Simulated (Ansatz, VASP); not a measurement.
**Sc5Al11N16: VASP beside Ansatz**

```
Al Sc N
1.0
     6.52182   -0.01299   -0.00386
    -3.27216    5.67679    0.00899
    -0.00599    0.01266   10.18993
Al Sc N
11 5 16
Direct
  0.16658 0.33728 0.50573
  0.16400 0.82698 0.99970
  0.33320 0.66612 0.25491
  0.16268 0.82663 0.49969
  0.32876 0.66821 0.74384
  0.67041 0.33756 0.99596
  0.67237 0.33869 0.50430
  0.83245 0.17103 0.74362
  0.83244 0.66469 0.25041
  0.66713 0.83067 0.50330
  0.83840 0.66258 0.74743
  0.16592 0.34109 0.99130
  0.33498 0.16703 0.24771
  0.33432 0.16051 0.74150
  0.83198 0.16857 0.25330
  0.66464 0.83135 0.99079
  0.17542 0.35284 0.19593
  0.33388 0.16706 0.45993
  0.16015 0.34366 0.69442
  0.33968 0.15510 0.95080
  0.15697 0.81141 0.19056
  0.33437 0.66719 0.44550
  0.15468 0.81110 0.68423
  0.32394 0.68133 0.92867
  0.67843 0.35437 0.18399
  0.83283 0.16567 0.45849
  0.68654 0.34577 0.68878
  0.82040 0.17539 0.93210
  0.65756 0.81601 0.19847
  0.83252 0.66567 0.44138
  0.66804 0.83081 0.69459
  0.84439 0.65765 0.93468
```

Alike in both runs: functional PBE; k mesh 4 × 4 × 3; no spin polarisation.

Ansatz relaxed the structure, and its values are those at the end. VASP's run is a single point on that final structure, the one shown.

|  | VASP | Ansatz |
| --- | --- | --- |
| version | VASP 6.6.1 | Ansatz 0.2.0 |
| potentials or method | VASP PAW PBE potentials, release 64 (Al, Sc_sv, N) | scalar-relativistic, plane waves, PAW |
| plane-wave cutoff (eV) | 520 | 420 |
| occupations | gaussian, width 0.01 eV | fixed |
| valence electrons in the cell | 168 | 168 |

VASP gave:

- gap on the k mesh at the Fermi level (eV): 3.42
- least direct gap on the mesh (eV): 3.42
- pressure (GPa): 0.2
- rms of the force components (eV/Å): 0.026

Task: Which values does Ansatz return?

Result: gap on the k mesh at the Fermi level (eV): 3.42; least direct gap on the mesh (eV): 3.42; pressure (GPa): 0.0; rms of the force components (eV/Å): 0.001.
